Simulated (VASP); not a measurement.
# Ba in VASP: a series of runs

Ba is run at these levels: PBE; tasks: single point.

Program: VASP 6.6.1. These are calculated values, not measurements. Logs are shortened: lines on timing, memory, paths and dates and some standing lists are left out, and cuts for length are marked.

## (1) The cell of the first run

The cell holds a sheet with vacuum, 1 atom: a = 4.204 Å, b = 4.209 Å, c = 23.800 Å, α = 90.00°, β = 90.00°, γ = 90.00°.

## (2) Single point, PBE

INCAR reads:

```
PREC = Accurate
ENCUT = 520
EDIFF = 1E-6
ISMEAR = 0
SIGMA = 0.1
LREAL = False
LASPH = True
NELM = 100
ALGO = Normal
ISIF = 2
LWAVE = False
LCHARG = False
LDIPOL = True
IDIPOL = 3
DIPOL = 0.5 0.5 0.294
GGA = PE
NBANDS = 11
```

KPOINTS reads:

```
regular mesh
0
Gamma
  14 14 1
```

POSCAR reads:

```
Ba
1.0
    4.2040043784      0.0000000000      0.0000000000
    0.0000000000      4.2090162973      0.0000000000
    0.0000000000      0.0000000000     23.8000000000
Ba
1
Direct
    0.0000000000      0.0000000000      0.2941176471
```

Potentials or basis: VASP PAW PBE potentials, release 64 (Ba_sv).

The run is started by

```console
> cat potpaw_PBE.64/Ba_sv/POTCAR > POTCAR
> mpirun -np 1 vasp_std > vasp.out
```

OUTCAR:

```text
PREC = Accurate
   ENCUT = 520
   EDIFF = 1E-6
   ISMEAR = 0
   LREAL = False
   LASPH = True
   NELM = 100
   ISIF = 2
   GGA = PE

 ion  position               nearest neighbor table
   1  0.000  0.000  0.294-

  LATTYP: Found a simple orthorhombic cell.
 ALAT       =     4.2040043784
 B/A-ratio  =     1.0011921774
 C/A-ratio  =     5.6612690801

  Lattice vectors:

 A1 = (   4.2040043784,   0.0000000000,   0.0000000000)
 A2 = (   0.0000000000,   4.2090162973,   0.0000000000)
 A3 = (   0.0000000000,   0.0000000000,  23.8000000000)

Analysis of symmetry for initial positions (statically):
=====================================================================
 Subroutine PRICEL returns:
 Original cell was already a primitive cell.

 Routine SETGRP: Setting up the symmetry group for a
 simple orthorhombic supercell.

 Subroutine GETGRP returns: Found  8 space group operations
 (whereof  4 operations were pure point group operations)
 out of a pool of  8 trial point group operations.

The static configuration has the point symmetry C_2v.
 The point group associated with its full space group is D_2h.

Analysis of symmetry for dynamics (positions and initial velocities):
=====================================================================
 Subroutine PRICEL returns:
 Original cell was already a primitive cell.

 Routine SETGRP: Setting up the symmetry group for a
 simple orthorhombic supercell.

 Subroutine GETGRP returns: Found  8 space group operations
 (whereof  4 operations were pure point group operations)
 out of a pool of  8 trial point group operations.

The dynamic configuration has the point symmetry C_2v.
 The point group associated with its full space group is D_2h.

 Subroutine INISYM returns: Found  8 space group operations
 (whereof  4 operations are pure point group operations),
 and found     1 'primitive' translations

----------------------------------------------------------------------------------------

                                     Primitive cell

  volume of cell :     421.1344

  direct lattice vectors                    reciprocal lattice vectors
     4.204004378  0.000000000  0.000000000     0.237868449  0.000000000  0.000000000
     0.000000000  4.209016297  0.000000000     0.000000000  0.237585205  0.000000000
     0.000000000  0.000000000 23.800000000     0.000000000  0.000000000  0.042016807

  length of vectors
     4.204004378  4.209016297 23.800000000     0.237868449  0.237585205  0.042016807

  position of ions in fractional coordinates (direct lattice)
     0.000000000  0.000000000  0.294117647

  ion indices of the primitive-cell ions
   primitive index   ion index
                 1           1

----------------------------------------------------------------------------------------

 KPOINTS: regular mesh

Automatic generation of k-mesh.
 Grid dimensions read from file:
 generate k-points for:   14   14    1

 Generating k-lattice:

  Cartesian coordinates                     Fractional coordinates (reciprocal lattice)
     0.016990603  0.000000000  0.000000000     0.071428571  0.000000000  0.000000000
     0.000000000  0.016970372  0.000000000     0.000000000  0.071428571  0.000000000
     0.000000000  0.000000000  0.042016807     0.000000000  0.000000000  1.000000000

  Length of vectors
     0.016990603  0.016970372  0.042016807

  Shift w.r.t. Gamma in fractional coordinates (k-lattice)
     0.000000000  0.000000000  0.000000000

 Subroutine IBZKPT returns following result:
 ===========================================

 Found     64 irreducible k-points:

 Following reciprocal coordinates:
            Coordinates               Weight
  0.000000  0.000000  0.000000      1.000000
  0.071429  0.000000  0.000000      2.000000
  0.142857  0.000000  0.000000      2.000000
  0.214286  0.000000  0.000000      2.000000
  0.285714  0.000000  0.000000      2.000000
  0.357143  0.000000  0.000000      2.000000
[... 16 lines left out ...]
  0.428571  0.142857  0.000000      4.000000
  0.500000  0.142857  0.000000      2.000000
 [... further k-points ...]
   k-points           NKPTS =     64   k-points in BZ     NKDIM =     64   number of bands    NBANDS=     11
   number of dos      NEDOS =    301   number of ions     NIONS =      1
   total plane-waves  NPLWV = 184320
   dimension x,y,z NGX =    32 NGY =   32 NGZ =  180
   dimension x,y,z NGXF=    64 NGYF=   64 NGZF=  360
   ions per type =               1
   NGX,Y,Z   is equivalent  to a cutoff of  12.65, 12.64, 12.57 a.u.
   NGXF,Y,Z  is equivalent  to a cutoff of  25.31, 25.28, 25.15 a.u.
 SYSTEM =  unknown system
   PREC   = accura    normal or accurate (medium, high low for compatibility)
   ISTART =      0    job   : 0-new  1-cont  2-samecut
   ICHARG =      2    charge: 1-file 2-atom 10-const
   ISPIN  =      1    spin polarized calculation?
   LNONCOLLINEAR =      F non collinear calculations
   LSORBIT =      F    spin-orbit coupling
   LASPH  =      T    aspherical Exc in radial PAW
   ENCUT  =  520.0 eV  38.22 Ry    6.18 a.u.   7.82  7.83 44.25*2*pi/ulx,y,z
   NELM   =    100;   NELMIN=  2; NELMDL= -5     # of ELM steps
   EDIFF  = 0.1E-05   stopping-criterion for ELM
   LREAL  =      F    real-space projection
[... 7 lines left out ...]
   TEBEG  =    0.0;   TEEND  =   0.0 temperature during run
   PSTRESS=    0.0 pullay stress
   NELECT =      10.0000    total number of electrons
   NUPDOWN=      -1.0000    fix difference up-down
   EMIN   =  10.00;   EMAX   =-10.00  energy-range for DOS
   EFERMI =   0.00;   METHOD = LEGACY
   ISMEAR =     0;   SIGMA  =   0.10  broadening in eV -4-tet -1-fermi 0-gaus
   EFERMI_NEDOS =   21; number of points for ismear=-14 and -15
   IALGO  =     38    algorithm
   IMIX   =      4    mixing-type and parameters
     AMIX     =   0.40;   BMIX     =  1.00
     AMIX_MAG =   1.60;   BMIX_MAG =  1.00
  volume/ion in A,a.u.               =     421.13      2841.96
  Fermi-wavevector in a.u.,A,eV,Ry     =   0.470545  0.889201  3.012503  0.221413
  Thomas-Fermi vector in A             =   1.462698
   LORBIT       =      0    0 simple, 1 ext, 2 COOP (PROOUT), +10 PAW based schemes
   GGA     = PE    functional components
   LHFCALC =     F    Hartree Fock is set to
   AEXX    =    0.0000 exact exchange contribution
   IVDW    =     0    specifies the selected vdW correction
   LEPSILON=     F    determine dielectric tensor
   LRPA    =     F    only Hartree local field effects (RPA)
 non-spin polarized calculation
 Gauss-broadening in eV      SIGMA  =   0.10
  energy-cutoff  :      520.00
  volume of cell :      421.13
 maximum number of plane-waves:     11386
 NGX is ok and might be reduce to    32
   NGX = 15   NGY = 15   NGZ = 89

 number of electron      10.0000000 magnetization

 dipolmoment           0.000000      0.000000     -0.000000 electrons x Angstroem

 number of electron       9.9999999 magnetization

 dipolmoment           0.000000      0.000000      0.000002 electrons x Angstroem

 Free energy of the ion-electron system (eV)
  ---------------------------------------------------
  ext. energy  EPLUGINS =         0.00000000
  ---------------------------------------------------
  free energy    TOTEN  =        -1.02759763 eV

  energy without entropy =       -1.01603481  energy(sigma->0) =       -1.02181622

 E-fermi :  -1.6281     XC(G=0):  -1.7770

 val. band max:       -1.6302174365   @ k =   0.0000   0.4286   0.0000
 cond. band min:      -1.6032551421   @ k =   0.4286   0.0714   0.0000
 fundamental gap:      0.0269622943
 Fermi energy:        -1.6281406654

 k-point     1 :       0.0000    0.0000    0.0000
  band No.  band energies     occupation
      1     -31.3580      2.00000
      2     -16.6852      2.00000
      3     -16.2277      2.00000
      4     -16.2256      2.00000
      5      -3.6812      2.00000
      6      -1.5478      0.25566
      7      -1.3277      0.00002
      8      -1.2699      0.00000
      9       0.5743      0.00000
     10       0.7955      0.00000
     11       1.0684      0.00000

 k-point     2 :       0.0714    0.0000    0.0000
  band No.  band energies     occupation
      1     -31.3567      2.00000
      2     -16.6830      2.00000
      3     -16.2467      2.00000
      4     -16.2259      2.00000
      5      -3.6124      2.00000
      6      -1.4979      0.06555
      7      -1.3247      0.00002
      8      -1.2296      0.00000
      9       0.6149      0.00000
     10       0.7373      0.00000
     11       1.0729      0.00000

 k-point     3 :       0.1429    0.0000    0.0000
  band No.  band energies     occupation
      1     -31.3530      2.00000
      2     -16.6769      2.00000
      3     -16.3048      2.00000
      4     -16.2209      2.00000
      5      -3.4172      2.00000
      6      -1.3693      0.00025
      7      -1.3268      0.00002
      8      -1.0961      0.00000
      9       0.5734      0.00000
     10       0.7360      0.00000
     11       1.1560      0.00000

 k-point     4 :       0.2143    0.0000    0.0000
  band No.  band energies     occupation
      1     -31.3476      2.00000
      2     -16.6680      2.00000
      3     -16.3870      2.00000
      4     -16.2138      2.00000
      5      -3.1253      2.00000
      6      -1.3607      0.00016
      7      -1.2124      0.00000
      8      -0.8545      0.00000
      9       0.4395      0.00000
     10       0.9343      0.00000
     11       1.1843      0.00000

 k-point     5 :       0.2857    0.0000    0.0000
  band No.  band energies     occupation
      1     -31.3415      2.00000
      2     -16.6582      2.00000
      3     -16.4760      2.00000
      4     -16.2058      2.00000
      5      -2.7760      2.00000
      6      -1.4421      0.00850
      7      -1.0553      0.00000
      8      -0.5711      0.00000
      9       0.4332      0.00000
     10       1.0788      0.00000
     11       1.2033      0.00000
[... 211 lines left out ...]
 k-point    21 :       0.2857    0.1429    0.0000
  band No.  band energies     occupation
      1     -31.3366      2.00000
      2     -16.6503      2.00000
      3     -16.4675      2.00000
      4     -16.2819      2.00000
      5      -2.5113      2.00000
      6      -1.3580      0.00013
      7      -0.7998      0.00000
      8      -0.5466      0.00000
      9       0.2113      0.00000
     10       0.6379      0.00000
     11       1.0514      0.00000

 k-point    22 :       0.3571    0.1429    0.0000
  band No.  band energies     occupation
      1     -31.3312      2.00000
      2     -16.6415      2.00000
      3     -16.5451      2.00000
      4     -16.2740      2.00000
      5      -2.1403      2.00000
      6      -1.4434      0.00900
      7      -0.7519      0.00000
      8      -0.4788      0.00000
      9       0.2155      0.00000
     10       0.6701      0.00000
     11       1.2840      0.00000

 k-point    23 :       0.4286    0.1429    0.0000
  band No.  band energies     occupation
      1     -31.3274      2.00000
      2     -16.6354      2.00000
      3     -16.5978      2.00000
      4     -16.2685      2.00000
      5      -1.7774      1.96516
      6      -1.5197      0.12500
      7      -0.9638      0.00000
      8      -0.3726      0.00000
      9       0.2688      0.00000
     10       0.7297      0.00000
     11       1.5360      0.00000

 k-point    24 :       0.5000    0.1429    0.0000
  band No.  band energies     occupation
      1     -31.3261      2.00000
      2     -16.6332      2.00000
      3     -16.6164      2.00000
      4     -16.2665      2.00000
      5      -1.5493      0.26514
      6      -1.5457      0.24369
      7      -1.1638      0.00000
      8      -0.3120      0.00000
      9       0.2969      0.00000
     10       0.7214      0.00000
     11       1.6845      0.00000

 [... further k-points ...]

------------------------ aborting loop because EDIFF is reached ----------------------------------------

 vacuum level on the upper side and lower side of the slab       (xc-potential included)        -0.007        -0.007

  FORCE on cell =-STRESS in cart. coord.  units (eV):
  Direction    XX          YY          ZZ          XY          YZ          ZX
  --------------------------------------------------------------------------------------
  -------------------------------------------------------------------------------------
  Total        0.0325849      0.0153025     -0.0008326      0.0000000      0.0000000      0.0000000
  in kB        0.1239669      0.0582173     -0.0031674      0.0000000      0.0000000      0.0000000
  external PRESSURE =       0.0596723 kB  Pullay stress =       0.0000000 kB

 VOLUME and BASIS-vectors are now :
 -----------------------------------------------------------------------------
  energy-cutoff  :      520.00
  volume of cell :      421.13
      direct lattice vectors                 reciprocal lattice vectors
     4.204004378  0.000000000  0.000000000     0.237868449  0.000000000  0.000000000
     0.000000000  4.209016297  0.000000000     0.000000000  0.237585205  0.000000000
     0.000000000  0.000000000 23.800000000     0.000000000  0.000000000  0.042016807

 POSITION                                       TOTAL-FORCE (eV/Angst)
 -----------------------------------------------------------------------------------
      0.00000      0.00000      7.00000         0.000000      0.000000      0.000000
 -----------------------------------------------------------------------------------
    total drift:                                0.000000      0.000000      0.000004

  FREE ENERGIE OF THE ION-ELECTRON SYSTEM (eV)
  ---------------------------------------------------
  free  energy   TOTEN  =        -1.0275976327 eV

  energy  without entropy=       -1.0160348149  energy(sigma->0) =       -1.02181622

 vacuum level on the upper side and lower side of the slab         0.712         0.712
```

It took 11 min on 1 thread of Intel Xeon Platinum 8375C at 2.90GHz (Ice Lake), shared host; peak memory 0.63 GiB.

What came out:

```yaml
Free_energy: -1.0276 eV
Band_gap_on_the_k_mesh: zero (band 5 reaches -1.49 eV, above the bottom of band 6 at -1.66 eV)
```

Caveat: spin-orbit coupling is left out, which moves the levels of the heavy elements.

(Continued in part 2 of 2.)
